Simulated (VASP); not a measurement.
# Fe (Im-3m) in VASP: further runs

Fe is run at these levels: PBE; tasks: single point.

All numbers are computed with VASP 6.6.1; they aren't measurements. Logs are shortened: lines on timing, memory, paths and dates and some standing lists are left out, and cuts for length are marked.

### Step 1. The cell of the first run

It takes space group Im-3m (No. 229, cubic). Conventional cell: a = 2.867 Å, b = 2.867 Å, c = 2.867 Å, α = 90.00°, β = 90.00°, γ = 90.00°. Within 3.3 Å of Fe (site symmetry m-3m) lie 14 Fe at 2.48 to 2.87 Å.

### Step 2. Single point, PBE

Contents of INCAR:

```
SYSTEM = Fe
PREC = Accurate
ENCUT = 600
EDIFF = 1E-6
ISMEAR = 0
SIGMA = 0.1
LREAL = .False.
LASPH = .True.
NELM = 120
ALGO = Normal
ISIF = 2
LWAVE = .False.
LCHARG = .True.
GGA = PE
LELF = .True.
LVHAR = .True.
NBANDS = 10
GGA_COMPAT = .False.
```

Contents of KPOINTS:

```
regular mesh
0
Gamma
  7 7 7
  0 0 0
```

Contents of POSCAR:

```
Fe
1.0
   -1.4333000000      1.4333000000      1.4333000000
    1.4333000000     -1.4333000000      1.4333000000
    1.4333000000      1.4333000000     -1.4333000000
Fe
1
Direct
    0.0000000000      0.0000000000      0.0000000000
```

Potentials or basis: VASP PAW PBE potentials, release 64 (Fe).

The run is started by

```sh
> cat potpaw_PBE.64/Fe/POTCAR > POTCAR
> mpirun -np 1 vasp_std > vasp.out
```

OUTCAR:

```text
SYSTEM = Fe
   PREC = Accurate
   ENCUT = 600
   EDIFF = 1E-6
   ISMEAR = 0
   LREAL = .False.
   LASPH = .True.
   NELM = 120
   ISIF = 2
   GGA = PE

 ion  position               nearest neighbor table
   1  0.000  0.000  0.000-

  LATTYP: Found a body centered cubic cell.
 ALAT       =     2.8666000000

  Lattice vectors:

 A1 = (  -1.4333000000,   1.4333000000,   1.4333000000)
 A2 = (   1.4333000000,  -1.4333000000,   1.4333000000)
 A3 = (   1.4333000000,   1.4333000000,  -1.4333000000)

Analysis of symmetry for initial positions (statically):
=====================================================================
 Subroutine PRICEL returns:
 Original cell was already a primitive cell.

 Routine SETGRP: Setting up the symmetry group for a
 body centered cubic supercell.

 Subroutine GETGRP returns: Found 48 space group operations
 (whereof 48 operations were pure point group operations)
 out of a pool of 48 trial point group operations.

The static configuration has the point symmetry O_h .

Analysis of symmetry for dynamics (positions and initial velocities):
=====================================================================
 Subroutine PRICEL returns:
 Original cell was already a primitive cell.

 Routine SETGRP: Setting up the symmetry group for a
 body centered cubic supercell.

 Subroutine GETGRP returns: Found 48 space group operations
 (whereof 48 operations were pure point group operations)
 out of a pool of 48 trial point group operations.

The dynamic configuration has the point symmetry O_h .

 Subroutine INISYM returns: Found 48 space group operations
 (whereof 48 operations are pure point group operations),
 and found     1 'primitive' translations

----------------------------------------------------------------------------------------

                                     Primitive cell

  volume of cell :      11.7780

  direct lattice vectors                    reciprocal lattice vectors
    -1.433300000  1.433300000  1.433300000     0.000000000  0.348845322  0.348845322
     1.433300000 -1.433300000  1.433300000     0.348845322  0.000000000  0.348845322
     1.433300000  1.433300000 -1.433300000     0.348845322  0.348845322  0.000000000

  length of vectors
     2.482548422  2.482548422  2.482548422     0.493341786  0.493341786  0.493341786

  position of ions in fractional coordinates (direct lattice)
     0.000000000  0.000000000  0.000000000

  ion indices of the primitive-cell ions
   primitive index   ion index
                 1           1

----------------------------------------------------------------------------------------

 KPOINTS: regular mesh

Automatic generation of k-mesh.
 Grid dimensions read from file:
 generate k-points for:    7    7    7

 Generating k-lattice:

  Cartesian coordinates                     Fractional coordinates (reciprocal lattice)
     0.000000000  0.049835046  0.049835046     0.142857143  0.000000000  0.000000000
     0.049835046  0.000000000  0.049835046     0.000000000  0.142857143  0.000000000
     0.049835046  0.049835046  0.000000000     0.000000000  0.000000000  0.142857143

  Length of vectors
     0.070477398  0.070477398  0.070477398

  Shift w.r.t. Gamma in fractional coordinates (k-lattice)
     0.000000000  0.000000000  0.000000000

 Subroutine IBZKPT returns following result:
 ===========================================

 Found     20 irreducible k-points:

 Following reciprocal coordinates:
            Coordinates               Weight
  0.000000  0.000000  0.000000      1.000000
  0.142857  0.000000  0.000000     12.000000
  0.285714  0.000000  0.000000     12.000000
  0.428571  0.000000  0.000000     12.000000
  0.142857  0.142857  0.000000     24.000000
  0.285714  0.142857  0.000000     48.000000
[... 12 lines left out ...]
 -0.428571 -0.428571  0.285714      8.000000
 -0.428571  0.428571  0.428571      6.000000
   k-points           NKPTS =     20   k-points in BZ     NKDIM =     20   number of bands    NBANDS=     10
   number of dos      NEDOS =    301   number of ions     NIONS =      1
   total plane-waves  NPLWV =   8000
   dimension x,y,z NGX =    20 NGY =   20 NGZ =   20
   dimension x,y,z NGXF=    40 NGYF=   40 NGZF=   40
   ions per type =               1
   NGX,Y,Z   is equivalent  to a cutoff of  13.39, 13.39, 13.39 a.u.
   NGXF,Y,Z  is equivalent  to a cutoff of  26.79, 26.79, 26.79 a.u.
 SYSTEM =  Fe
   PREC   = accura    normal or accurate (medium, high low for compatibility)
   ISTART =      0    job   : 0-new  1-cont  2-samecut
   ICHARG =      2    charge: 1-file 2-atom 10-const
   ISPIN  =      1    spin polarized calculation?
   LNONCOLLINEAR =      F non collinear calculations
   LSORBIT =      F    spin-orbit coupling
   LASPH  =      T    aspherical Exc in radial PAW
   ENCUT  =  600.0 eV  44.10 Ry    6.64 a.u.   4.96  4.96  4.96*2*pi/ulx,y,z
   NELM   =    120;   NELMIN=  2; NELMDL= -5     # of ELM steps
   EDIFF  = 0.1E-05   stopping-criterion for ELM
   LREAL  =      F    real-space projection
   EDIFFG = 0.1E-04   stopping-criterion for IOM
   NSW    =      0    number of steps for IOM
   IBRION =     -1    ionic relax: 0-MD 1-quasi-New 2-CG
   NFREE  =      0    steps in history (QN), initial steepest desc. (CG)
   ISIF   =      2    stress and relaxation
   ISYM   =      2    0-nonsym 1-usesym 2-fastsym
   POTIM  = 0.5000    time-step for ionic-motion
   TEBEG  =    0.0;   TEEND  =   0.0 temperature during run
   PSTRESS=    0.0 pullay stress
   NELECT =       8.0000    total number of electrons
   NUPDOWN=      -1.0000    fix difference up-down
   EMIN   =  10.00;   EMAX   =-10.00  energy-range for DOS
   EFERMI =   0.00;   METHOD = LEGACY
   ISMEAR =     0;   SIGMA  =   0.10  broadening in eV -4-tet -1-fermi 0-gaus
   EFERMI_NEDOS =   21; number of points for ismear=-14 and -15
   IALGO  =     38    algorithm
   IMIX   =      4    mixing-type and parameters
     AMIX     =   0.40;   BMIX     =  1.00
     AMIX_MAG =   1.60;   BMIX_MAG =  1.00
  volume/ion in A,a.u.               =      11.78        79.48
  Fermi-wavevector in a.u.,A,eV,Ry     =   1.439067  2.719443 28.176499  2.070914
  Thomas-Fermi vector in A             =   2.557964
   LORBIT       =      0    0 simple, 1 ext, 2 COOP (PROOUT), +10 PAW based schemes
   GGA     = PE    functional components
   LHFCALC =     F    Hartree Fock is set to
   AEXX    =    0.0000 exact exchange contribution
   IVDW    =     0    specifies the selected vdW correction
   LEPSILON=     F    determine dielectric tensor
   LRPA    =     F    only Hartree local field effects (RPA)
 non-spin polarized calculation
 Gauss-broadening in eV      SIGMA  =   0.10
  energy-cutoff  :      600.00
  volume of cell :       11.78
 maximum number of plane-waves:       410
   NGX =  9   NGY =  9   NGZ =  9

 number of electron       7.9999997 magnetization

 Free energy of the ion-electron system (eV)
  ---------------------------------------------------
  ext. energy  EPLUGINS =         0.00000000
  ---------------------------------------------------
  free energy    TOTEN  =        -7.65264641 eV

  energy without entropy =       -7.63229345  energy(sigma->0) =       -7.64246993

 E-fermi :   5.4599     XC(G=0): -12.9605

 val. band max:        5.4574955567   @ k =   0.0000   0.0000   0.0000
 cond. band min:       5.4780931470   @ k =   0.1429   0.0000   0.0000
 fundamental gap:      0.0205975903
 Fermi energy:         5.4598969394

 k-point     1 :       0.0000    0.0000    0.0000
  band No.  band energies     occupation
      1      -2.7031      2.00000
      2       3.9822      2.00000
      3       3.9822      2.00000
      4       3.9822      2.00000
      5       5.4575      1.02715
      6       5.4575      1.02709
      7      30.0079      0.00000
      8      30.0079      0.00000
      9      30.0079      0.00000
     10      35.0101      0.00000

 k-point     2 :       0.1429    0.0000    0.0000
  band No.  band energies     occupation
      1      -1.9000      2.00000
      2       3.7636      2.00000
      3       3.9311      2.00000
      4       4.4126      2.00000
      5       5.2788      1.98959
      6       5.4781      0.79692
      7      25.9420      0.00000
      8      28.6225      0.00000
      9      29.5485      0.00000
     10      32.5202      0.00000

 k-point     3 :       0.2857    0.0000    0.0000
  band No.  band energies     occupation
      1       0.0804      2.00000
      2       3.2952      2.00000
      3       3.8252      2.00000
      4       5.2631      1.99461
      5       5.4800      0.77569
      6       5.5522      0.19190
      7      19.4882      0.00000
      8      25.6484      0.00000
      9      28.3098      0.00000
     10      28.9244      0.00000

 k-point     4 :       0.4286    0.0000    0.0000
  band No.  band energies     occupation
      1       1.2123      2.00000
      2       2.9400      2.00000
      3       5.2390      1.99821
      4       5.5320      0.30766
      5       5.6415      0.01023
      6       6.4728      0.00000
      7      14.0616      0.00000
      8      23.7689      0.00000
      9      25.7217      0.00000
     10      28.6071      0.00000
[... 170 lines left out ...]
 k-point    18 :      -0.4286    0.4286    0.2857
  band No.  band energies     occupation
      1       2.1185      2.00000
      2       2.4033      2.00000
      3       4.7247      2.00000
      4       5.0970      2.00000
      5       6.2862      0.00000
      6      10.0945      0.00000
      7      15.4733      0.00000
      8      18.5526      0.00000
      9      22.3241      0.00000
     10      25.7225      0.00000

 k-point    19 :      -0.4286   -0.4286    0.2857
  band No.  band energies     occupation
      1       2.0621      2.00000
      2       2.0621      2.00000
      3       4.8040      2.00000
      4       6.0807      0.00000
      5       6.0807      0.00000
      6      13.8377      0.00000
      7      13.8377      0.00000
      8      15.1192      0.00000
      9      24.1892      0.00000
     10      24.1892      0.00000

 k-point    20 :      -0.4286    0.4286    0.4286
  band No.  band energies     occupation
      1       1.7291      2.00000
      2       1.7591      2.00000
      3       6.0215      0.00000
      4       6.0215      0.00000
      5       6.2431      0.00000
      6      13.0227      0.00000
      7      16.0301      0.00000
      8      16.0301      0.00000
      9      21.1861      0.00000
     10      22.4562      0.00000

------------------------ aborting loop because EDIFF is reached ----------------------------------------

  FORCE on cell =-STRESS in cart. coord.  units (eV):
  Direction    XX          YY          ZZ          XY          YZ          ZX
  --------------------------------------------------------------------------------------
  -------------------------------------------------------------------------------------
  Total       -1.7544556     -1.7544556     -1.7544556      0.0000000      0.0000000     -0.0000000
  in kB     -238.6611203   -238.6611203   -238.6611203      0.0000000      0.0000000     -0.0000000
  external PRESSURE =    -238.6611203 kB  Pullay stress =       0.0000000 kB

 VOLUME and BASIS-vectors are now :
 -----------------------------------------------------------------------------
  energy-cutoff  :      600.00
  volume of cell :       11.78
      direct lattice vectors                 reciprocal lattice vectors
    -1.433300000  1.433300000  1.433300000     0.000000000  0.348845322  0.348845322
     1.433300000 -1.433300000  1.433300000     0.348845322  0.000000000  0.348845322
     1.433300000  1.433300000 -1.433300000     0.348845322  0.348845322  0.000000000

 POSITION                                       TOTAL-FORCE (eV/Angst)
 -----------------------------------------------------------------------------------
      0.00000      0.00000      0.00000         0.000000      0.000000     -0.000000
 -----------------------------------------------------------------------------------
    total drift:                                0.000000      0.000000      0.000000

  FREE ENERGIE OF THE ION-ELECTRON SYSTEM (eV)
  ---------------------------------------------------
  free  energy   TOTEN  =        -7.6526464054 eV

  energy  without entropy=       -7.6322934543  energy(sigma->0) =       -7.64246993
```

Run time: 5.8 s. Hardware: 1 thread of Intel Xeon 8259CL, shared host; peak memory 0.12 GiB.

Results:

| Quantity | Value |
| --- | --- |
| Free energy | -7.6526 eV |
| Pressure | -23.9 GPa |
| Band gap on the k mesh | zero (band 4 reaches 6.08 eV, above the bottom of band 5 at 4.72 eV) |

Caveat: the k points lie up to 0.44 Å⁻¹ apart; the run has no spin polarisation, though such a crystal can be magnetic.

### Step 3. Single point, PBE

Changes to INCAR since step 2:

```diff
@@ -12,6 +12,4 @@
 LWAVE = .False.
-LCHARG = .True.
+LCHARG = .False.
 GGA = PE
-LELF = .True.
-LVHAR = .True.
 NBANDS = 10
```

Contents of KPOINTS:

```
regular mesh
0
Gamma
  14 14 14
  0 0 0
```

POSCAR is that of step 2.

Potentials or basis: VASP PAW PBE potentials, release 64 (Fe).

The run is started by

```sh
> cat potpaw_PBE.64/Fe/POTCAR > POTCAR
> mpirun -np 1 vasp_std > vasp.out
```

It took 17 s on 1 thread of Intel Xeon 8259CL, shared host; peak memory 0.13 GiB.

It converged, with:

| Item | Value |
| --- | --- |
| Free energy | -7.6632 eV |
| Pressure | -24.0 GPa |
| Band gap on the k mesh | zero (band 4 reaches 6.37 eV, above the bottom of band 5 at 4.73 eV) |

Levels at points of the mesh, in eV from the Fermi level:
```csv
k point,band 2,band 3,band 4,band 5,band 6,band 7
"(0.00, 0.00, 0.00)",-1.52,-1.52,-1.52,-0.03,-0.03,24.50
"(0.50, 0.00, 0.00)",-2.61,-0.06,0.17,0.51,1.14,7.50
"(0.50, 0.50, 0.50)",-3.92,0.87,0.87,0.87,9.74,9.74
```

Caveat: the run has no spin polarisation, though such a crystal can be magnetic. Spin polarisation is off, so any magnetic state and its effect on volume and gap are missing.

### Step 4. Single point, PBE

Contents of INCAR:

```
  ALGO = Normal
  EDIFF = 1E-6
  ENCUT = 600
  GGA = PE
  GGA_COMPAT = False
  ISIF = 2
  ISMEAR = 0
  LASPH = True
  LCHARG = False
  LREAL = False
  LWAVE = False
  NBANDS = 10
  NELM = 120
  PREC = Accurate
  SIGMA = 0.1
```

Contents of KPOINTS:

```
k-points
0
Gamma
  14 14 14
```

POSCAR is that of step 3.

The run is started by

```sh
> cat potpaw_PBE.64/Fe/POTCAR > POTCAR
> mpirun -np 1 vasp_std > vasp.out
```

It took 19 s on 1 thread of Intel Xeon 8259CL, shared host; peak memory 0.13 GiB.

It converged, with:

| Item | Value |
| --- | --- |
| Free energy | -7.6632 eV |
| Pressure | -24.0 GPa |
| Band gap on the k mesh | zero (band 4 reaches 6.37 eV, above the bottom of band 5 at 4.73 eV) |

Levels at points of the mesh, in eV from the Fermi level:
```csv
k point,band 1,band 2,band 3,band 4,band 5,band 6,band 7,band 8
"(0.00, 0.00, 0.00)",-8.21,-1.52,-1.52,-1.52,-0.03,-0.03,24.50,24.50
"(0.50, 0.00, 0.00)",-4.23,-2.61,-0.06,0.17,0.51,1.14,7.50,18.01
"(0.50, 0.50, 0.50)",-3.92,-3.92,0.87,0.87,0.87,9.74,9.74,9.74
```

Caveat: the run has no spin polarisation, though such a crystal can be magnetic. Spin polarisation is off, so any magnetic state and its effect on volume and gap are missing.
